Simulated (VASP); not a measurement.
# Pt (Fmmm) in VASP: further runs

Pt is run at these levels: PBE; tasks: single point.

All numbers are computed with VASP 6.6.1; they aren't measurements. Logs are shortened: lines on timing, memory, paths and dates and some standing lists are left out, and cuts for length are marked.

**1. The cell of the first run**

Symmetry: Fmmm, No. 69, orthorhombic system. The conventional cell has a = 2.726 Å, b = 4.766 Å, c = 10.037 Å, α = 90.00°, β = 90.00°, γ = 90.00°. Pt (site symmetry mm2) has 11 Pt at 2.62 to 3.38 Å within 3.5 Å.

**2. Single point, PBE**

Input file INCAR:

```
SYSTEM = Pt
PREC = Accurate ; ENCUT = 520
EDIFF = 1E-6 ; ISMEAR = 0
SIGMA = 0.1 ; LREAL = .FALSE.
LASPH = .TRUE. ; NELM = 100
ALGO = Normal ; ISIF = 2
LWAVE = .FALSE. ; LCHARG = .FALSE.
GGA = PE ; NBANDS = 17
```

Input file KPOINTS:

```
Automatic mesh
0
G
  24 24 24
  0 0 0
```

Input file POSCAR:

```
Pt
1.0
    0.0000000000      2.3830207867      5.0184144388
    1.3630482782      0.0000000000      5.0184144388
    1.3630482782      2.3830207867      0.0000000000
Pt
2
Direct
    0.1305022862      0.1305022862      0.8694977138
    0.8694977138      0.8694977138      0.1305022862
```

Potentials or basis: VASP PAW PBE potentials, release 64 (Pt).

On the command line:

```console
cat potpaw_PBE.64/Pt/POTCAR > POTCAR
mpirun -np 1 vasp_std > vasp.out
```

OUTCAR:

```text
SYSTEM = Pt
   PREC = Accurate
   ENCUT = 520
   EDIFF = 1E-6
   ISMEAR = 0
   LREAL = .FALSE.
   LASPH = .TRUE.
   NELM = 100
   ISIF = 2
   GGA = PE

 ion  position               nearest neighbor table
   1  0.131  0.131  0.869-   2 2.62   2 2.76   2 2.76   2 3.38   2 3.38
   2  0.869  0.869  0.131-   1 2.62   1 2.76   1 2.76   1 3.38   1 3.38

  LATTYP: Found a face centered orthorhombic cell.
 ALAT       =     2.7260965564
 B/A-ratio  =     1.7483025545
 C/A-ratio  =     3.6817583933

  Lattice vectors:

 A1 = (   0.0000000000,   2.3830207867,   5.0184144388)
 A2 = (   1.3630482782,   0.0000000000,   5.0184144388)
 A3 = (   1.3630482782,   2.3830207867,   0.0000000000)

Analysis of symmetry for initial positions (statically):
=====================================================================
 Subroutine PRICEL returns:
 Original cell was already a primitive cell.

 Routine SETGRP: Setting up the symmetry group for a
 face centered orthorhombic supercell.

 Subroutine GETGRP returns: Found  8 space group operations
 (whereof  8 operations were pure point group operations)
 out of a pool of  8 trial point group operations.

The static configuration has the point symmetry D_2h.

Analysis of symmetry for dynamics (positions and initial velocities):
=====================================================================
 Subroutine PRICEL returns:
 Original cell was already a primitive cell.

 Routine SETGRP: Setting up the symmetry group for a
 face centered orthorhombic supercell.

 Subroutine GETGRP returns: Found  8 space group operations
 (whereof  8 operations were pure point group operations)
 out of a pool of  8 trial point group operations.

The dynamic configuration has the point symmetry D_2h.

 Subroutine INISYM returns: Found  8 space group operations
 (whereof  8 operations are pure point group operations),
 and found     1 'primitive' translations

----------------------------------------------------------------------------------------

                                     Primitive cell

  volume of cell :      32.6014

  direct lattice vectors                    reciprocal lattice vectors
     0.000000000  2.383020787  5.018414439    -0.366824865  0.209817725  0.099633063
     1.363048278  0.000000000  5.018414439     0.366824865 -0.209817725  0.099633063
     1.363048278  2.383020787  0.000000000     0.366824865  0.209817725 -0.099633063

  length of vectors
     5.555472217  5.200229234  2.745303021     0.434178196  0.434178196  0.434178196

  position of ions in fractional coordinates (direct lattice)
     0.130502286  0.130502286  0.869497714
     0.869497714  0.869497714  0.130502286

  ion indices of the primitive-cell ions
   primitive index   ion index
                 1           1
                 2           2

----------------------------------------------------------------------------------------

 KPOINTS: Automatic mesh

Automatic generation of k-mesh.
 Grid dimensions read from file:
 generate k-points for:   24   24   24

 Generating k-lattice:

  Cartesian coordinates                     Fractional coordinates (reciprocal lattice)
    -0.015284369  0.008742405  0.004151378     0.041666667 -0.000000000  0.000000000
     0.015284369 -0.008742405  0.004151378    -0.000000000  0.041666667  0.000000000
     0.015284369  0.008742405 -0.004151378     0.000000000  0.000000000  0.041666667

  Length of vectors
     0.018090758  0.018090758  0.018090758

  Shift w.r.t. Gamma in fractional coordinates (k-lattice)
     0.000000000  0.000000000  0.000000000

 Subroutine IBZKPT returns following result:
 ===========================================

 Found   1963 irreducible k-points:

 Following reciprocal coordinates:
            Coordinates               Weight
  0.000000  0.000000  0.000000      1.000000
  0.041667  0.000000  0.000000      8.000000
  0.083333  0.000000  0.000000      8.000000
  0.125000  0.000000 -0.000000      8.000000
  0.166667  0.000000  0.000000      8.000000
  0.208333  0.000000 -0.000000      8.000000
[... 16 lines left out ...]
  0.416667  0.041667 -0.000000      8.000000
  0.458333  0.041667  0.000000      8.000000
 [... further k-points ...]
   k-points           NKPTS =   1963   k-points in BZ     NKDIM =   1963   number of bands    NBANDS=     17
   number of dos      NEDOS =    301   number of ions     NIONS =      2
   total plane-waves  NPLWV =  33600
   dimension x,y,z NGX =    42 NGY =   40 NGZ =   20
   dimension x,y,z NGXF=    84 NGYF=   80 NGZF=   40
   ions per type =               2
   NGX,Y,Z   is equivalent  to a cutoff of  12.57, 12.79, 12.11 a.u.
   NGXF,Y,Z  is equivalent  to a cutoff of  25.14, 25.58, 24.22 a.u.
 SYSTEM =  Pt
   PREC   = accura    normal or accurate (medium, high low for compatibility)
   ISTART =      0    job   : 0-new  1-cont  2-samecut
   ICHARG =      2    charge: 1-file 2-atom 10-const
   ISPIN  =      1    spin polarized calculation?
   LNONCOLLINEAR =      F non collinear calculations
   LSORBIT =      F    spin-orbit coupling
   LASPH  =      T    aspherical Exc in radial PAW
   ENCUT  =  520.0 eV  38.22 Ry    6.18 a.u.  10.33  9.67  5.10*2*pi/ulx,y,z
   NELM   =    100;   NELMIN=  2; NELMDL= -5     # of ELM steps
   EDIFF  = 0.1E-05   stopping-criterion for ELM
   LREAL  =      F    real-space projection
   EDIFFG = 0.1E-04   stopping-criterion for IOM
   NSW    =      0    number of steps for IOM
   IBRION =     -1    ionic relax: 0-MD 1-quasi-New 2-CG
   NFREE  =      0    steps in history (QN), initial steepest desc. (CG)
   ISIF   =      2    stress and relaxation
   ISYM   =      2    0-nonsym 1-usesym 2-fastsym
   POTIM  = 0.5000    time-step for ionic-motion
   TEBEG  =    0.0;   TEEND  =   0.0 temperature during run
   PSTRESS=    0.0 pullay stress
   NELECT =      20.0000    total number of electrons
   NUPDOWN=      -1.0000    fix difference up-down
   EMIN   =  10.00;   EMAX   =-10.00  energy-range for DOS
   EFERMI =   0.00;   METHOD = LEGACY
   ISMEAR =     0;   SIGMA  =   0.10  broadening in eV -4-tet -1-fermi 0-gaus
   EFERMI_NEDOS =   21; number of points for ismear=-14 and -15
   IALGO  =     38    algorithm
   IMIX   =      4    mixing-type and parameters
     AMIX     =   0.40;   BMIX     =  1.00
     AMIX_MAG =   1.60;   BMIX_MAG =  1.00
  volume/ion in A,a.u.               =      16.30       110.00
  Fermi-wavevector in a.u.,A,eV,Ry     =   1.391040  2.628685 26.327170  1.934992
  Thomas-Fermi vector in A             =   2.514917
   LORBIT       =      0    0 simple, 1 ext, 2 COOP (PROOUT), +10 PAW based schemes
   GGA     = PE    functional components
   LHFCALC =     F    Hartree Fock is set to
   AEXX    =    0.0000 exact exchange contribution
   IVDW    =     0    specifies the selected vdW correction
   LEPSILON=     F    determine dielectric tensor
   LRPA    =     F    only Hartree local field effects (RPA)
 non-spin polarized calculation
 Gauss-broadening in eV      SIGMA  =   0.10
  energy-cutoff  :      520.00
  volume of cell :       32.60
 maximum number of plane-waves:       896
 NGX is ok and might be reduce to    42

 number of electron      20.0000001 magnetization

 Free energy of the ion-electron system (eV)
  ---------------------------------------------------
  ext. energy  EPLUGINS =         0.00000000
  ---------------------------------------------------
  free energy    TOTEN  =       -12.06326821 eV

  energy without entropy =      -12.05031467  energy(sigma->0) =      -12.05679144

 E-fermi :   9.9352     XC(G=0): -12.9760

 val. band max:        9.9351463531   @ k =  -0.2083   0.3750   0.2083
 cond. band min:       9.9353787390   @ k =   0.4167   0.0417   0.1250
 fundamental gap:      0.0002323859
 Fermi energy:         9.9351961945

 k-point     1 :       0.0000    0.0000    0.0000
  band No.  band energies     occupation
      1       0.4481      2.00000
      2       3.0583      2.00000
      3       4.5921      2.00000
      4       6.4482      2.00000
      5       6.6828      2.00000
      6       6.7695      2.00000
[... 9 lines left out ...]
     16      26.3097      0.00000
     17      30.5409      0.00000

 k-point     2 :       0.0417    0.0000    0.0000
  band No.  band energies     occupation
      1       0.5161      2.00000
      2       3.1244      2.00000
      3       4.6156      2.00000
      4       6.4752      2.00000
      5       6.6511      2.00000
      6       6.8044      2.00000
[... 9 lines left out ...]
     16      26.3886      0.00000
     17      30.3197      0.00000

 k-point     3 :       0.0833    0.0000    0.0000
  band No.  band energies     occupation
      1       0.7173      2.00000
      2       3.3179      2.00000
      3       4.6831      2.00000
      4       6.4904      2.00000
      5       6.5485      2.00000
      6       6.8457      2.00000
[... 9 lines left out ...]
     16      26.5817      0.00000
     17      29.3982      0.00000

 k-point     4 :       0.1250    0.0000   -0.0000
  band No.  band energies     occupation
      1       1.0418      2.00000
      2       3.6217      2.00000
      3       4.7832      2.00000
      4       6.3319      2.00000
      5       6.4359      2.00000
      6       6.8784      2.00000
[... 9 lines left out ...]
     16      26.7690      0.00000
     17      28.2855      0.00000

 k-point     5 :       0.1667    0.0000    0.0000
  band No.  band energies     occupation
      1       1.4710      2.00000
      2       3.9959      2.00000
      3       4.8910      2.00000
      4       6.1294      2.00000
      5       6.1723      2.00000
      6       6.5696      2.00000
[... 9 lines left out ...]
     16      27.0006      0.00000
     17      27.4441      0.00000

 k-point     6 :       0.2083    0.0000   -0.0000
  band No.  band energies     occupation
      1       1.9720      2.00000
      2       4.3487      2.00000
      3       4.9642      2.00000
      4       5.7661      2.00000
      5       5.9768      2.00000
      6       6.5503      2.00000
[... 9 lines left out ...]
     16      27.0284      0.00000
     17      27.5681      0.00000

 k-point     7 :       0.2500    0.0000   -0.0000
  band No.  band energies     occupation
      1       2.4906      2.00000
      2       4.5239      2.00000
      3       4.9605      2.00000
      4       5.3914      2.00000
      5       5.9933      2.00000
      6       6.7997      2.00000
[... 9 lines left out ...]
     16      26.5849      0.00000
     17      27.6697      0.00000

 k-point     8 :       0.2917    0.0000    0.0000
  band No.  band energies     occupation
      1       2.9472      2.00000
      2       4.4672      2.00000
      3       4.8789      2.00000
      4       5.0978      2.00000
      5       6.2254      2.00000
      6       7.2272      2.00000
[... 9 lines left out ...]
     16      25.8485      0.00000
     17      27.3006      0.00000
[... 203 lines left out ...]
      1       2.0425      2.00000
      2       4.2815      2.00000
      3       5.0154      2.00000
      4       5.7136      2.00000
      5       5.9500      2.00000
      6       6.5613      2.00000
[... 9 lines left out ...]
     16      26.8795      0.00000
     17      27.4479      0.00000

 k-point    20 :       0.2917    0.0417   -0.0000
  band No.  band energies     occupation
      1       2.5634      2.00000
      2       4.4557      2.00000
      3       4.9980      2.00000
      4       5.3426      2.00000
      5       5.9780      2.00000
      6       6.8439      2.00000
[... 9 lines left out ...]
     16      26.5600      0.00000
     17      27.3983      0.00000

 k-point    21 :       0.3333    0.0417   -0.0000
  band No.  band energies     occupation
      1       3.0143      2.00000
      2       4.4031      2.00000
      3       4.8960      2.00000
      4       5.0581      2.00000
      5       6.2623      2.00000
      6       7.2955      2.00000
[... 9 lines left out ...]
     16      25.8516      0.00000
     17      27.2362      0.00000

 k-point    22 :       0.3750    0.0417   -0.0000
  band No.  band energies     occupation
      1       3.3192      2.00000
      2       4.2262      2.00000
      3       4.7852      2.00000
      4       4.8534      2.00000
      5       6.7183      2.00000
      6       7.4974      2.00000
[... 9 lines left out ...]
     16      25.0874      0.00000
     17      26.5164      0.00000

 k-point    23 :       0.4167    0.0417   -0.0000
  band No.  band energies     occupation
      1       3.4668      2.00000
      2       4.0319      2.00000
      3       4.6429      2.00000
      4       4.7682      2.00000
      5       7.1727      2.00000
      6       7.6603      2.00000
[... 9 lines left out ...]
     16      24.3614      0.00000
     17      25.9135      0.00000

 k-point    24 :       0.4583    0.0417    0.0000
  band No.  band energies     occupation
      1       3.5108      2.00000
      2       3.8754      2.00000
      3       4.5145      2.00000
      4       4.7453      2.00000
      5       7.4335      2.00000
      6       7.6700      2.00000
[... 9 lines left out ...]
     16      23.7574      0.00000
     17      25.5992      0.00000

 [... further k-points ...]
[... 5 lines left out ...]
  --------------------------------------------------------------------------------------
  -------------------------------------------------------------------------------------
  Total       -0.1014010     -0.1202226     -0.1091873      0.0000000      0.0000000      0.0000000
  in kB       -4.9832998     -5.9082806     -5.3659541      0.0000000      0.0000000      0.0000000
  external PRESSURE =      -5.4191782 kB  Pullay stress =       0.0000000 kB

 VOLUME and BASIS-vectors are now :
 -----------------------------------------------------------------------------
  energy-cutoff  :      520.00
  volume of cell :       32.60
      direct lattice vectors                 reciprocal lattice vectors
     0.000000000  2.383020787  5.018414439    -0.366824865  0.209817725  0.099633063
     1.363048278  0.000000000  5.018414439     0.366824865 -0.209817725  0.099633063
     1.363048278  2.383020787  0.000000000     0.366824865  0.209817725 -0.099633063

 POSITION                                       TOTAL-FORCE (eV/Angst)
 -----------------------------------------------------------------------------------
      1.36305      2.38302      1.30983         0.000000      0.000000     -0.005701
      1.36305      2.38302      8.72700         0.000000      0.000000      0.005701
 -----------------------------------------------------------------------------------
    total drift:                                0.000000      0.000000      0.000000

  FREE ENERGIE OF THE ION-ELECTRON SYSTEM (eV)
  ---------------------------------------------------
  free  energy   TOTEN  =       -12.0632682061 eV

  energy  without entropy=      -12.0503146748  energy(sigma->0) =      -12.05679144
```

Wall time 7.3 min (1 thread of Intel Xeon 6975P-C (Granite Rapids), shared host); peak memory 0.93 GiB.

What came out:

```yaml
Free_energy: -12.0633 eV
Pressure: -0.5 GPa
Largest_force: 0.006 eV/Å
Band_gap_on_the_k_mesh: zero (band 10 reaches 10.81 eV, above the bottom of band 11 at 8.58 eV)
```

Forces in eV/Å, atoms in the order of the input:
```
Pt   0.000  0.000 -0.006
Pt   0.000  0.000  0.006
```

Caveat: spin-orbit coupling is left out, which moves the levels of the heavy elements.

**3. Single point, PBE**

This run uses another cell than the first one: it holds 4 atoms, not 2.

Input file INCAR:

```
  ALGO = Normal
  EDIFF = 1E-6
  ENCUT = 520
  GGA = PE
  ISIF = 2
  ISMEAR = 0
  LASPH = T
  LCHARG = F
  LREAL = F
  LWAVE = F
  NBANDS = 28
  NELM = 100
  PREC = Accurate
  SIGMA = 0.1
```

Input file KPOINTS:

```
k-points
0
Gamma
  6 6 4
```

Input file POSCAR:

```
Pt
1.0
    1.3653193502     -5.0193504636      0.0000000000
    1.3653193502      5.0193504636      0.0000000000
    0.0000000000      0.0000000000      4.7476298287
Pt
4
Direct
    0.1305116592      0.8694883408      0.9999994699
    0.6305116592      0.3694883408      0.5000005301
    0.8694883408      0.1305116592      0.0000005301
    0.3694883408      0.6305116592      0.4999994699
```

Potentials or basis: VASP PAW PBE potentials, release 64 (Pt).

On the command line:

```console
cat potpaw_PBE.64/Pt/POTCAR > POTCAR
mpirun -np 1 vasp_std > vasp.out
```

It took 27 s on 1 thread of Intel Xeon 6975P-C (Granite Rapids), shared host; peak memory 0.24 GiB.

Results (log left out):

```
Free energy            : -24.2459 eV
Pressure               : -0.6 GPa
Band gap on the k mesh : zero (band 20 reaches 10.49 eV, above the bottom of band 21 at 8.60 eV)
```

Forces in eV/Å, atoms in the order of the input:
```
Pt   0.000  0.003  0.000
Pt   0.000  0.003  0.000
Pt   0.000 -0.003  0.000
Pt   0.000 -0.003  0.000
```

Stress tensor (GPa, compression positive):
```
-0.55  0.00  0.00
 0.00 -0.67  0.00
 0.00  0.00 -0.49
```

Levels at points of the mesh, in eV from the Fermi level:
```tsv
k point	band 18	band 19	band 20	band 21	band 22	band 23
(0.00, 0.00, 0.00)	-0.84	-0.41	-0.17	0.43	0.52	0.92
(0.50, 0.00, 0.00)	-1.33	0.08	0.08	2.40	2.40	4.49
(0.50, 0.50, 0.00)	-0.74	-0.17	0.27	0.34	0.62	2.79
(0.00, 0.00, 0.50)	-1.57	-1.10	-1.10	-1.07	-1.07	3.14
(0.50, 0.00, 0.50)	0.44	0.53	0.53	2.07	2.07	3.15
(0.50, 0.50, 0.50)	-1.47	-1.37	-1.37	-1.35	-1.35	0.05
```

Caveat: the k points lie up to 0.40 Å⁻¹ apart; spin-orbit coupling is left out, which moves the levels of the heavy elements.
